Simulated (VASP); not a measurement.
Runs of VASP 6.6.1 on W. The structure is that of space group Fm-3m (No. 225), or close to it. The cells are those of the table. 

| cell | gap on the mesh (eV) | pressure (GPa) |
| --- | --- | --- |
| a = 2.945 Å, angles 60.0°, 1 atom | none | -32.2 |
| a = 2.792 Å, angles 60.0°, 1 atom | none | (a) |
| a = 2.832 Å, angles 60.0°, 1 atom | none | (b) |
| a = 2.909 Å, angles 60.0°, 1 atom | none | -25.3 |
| a = 2.871 Å, angles 60.0°, 1 atom | none | -16.7 |

Alike in all rows: task single point; level LDA; potentials or basis VASP PAW LDA potentials, release 64 (W_sv); no spin polarisation; k mesh 12 × 12 × 12; cutoff (eV) 520; smearing fermi-dirac 0.1 eV.

Q: Estimate the missing entries.

A: (a) 7.6; (b) -5.9.

Caveats: spin-orbit coupling is left out, which moves the levels of the heavy elements.

A k mesh can miss the band edges, and the runs leave out spin-orbit coupling on W.

A gap of «none» marks levels without a gap at the run's occupations.
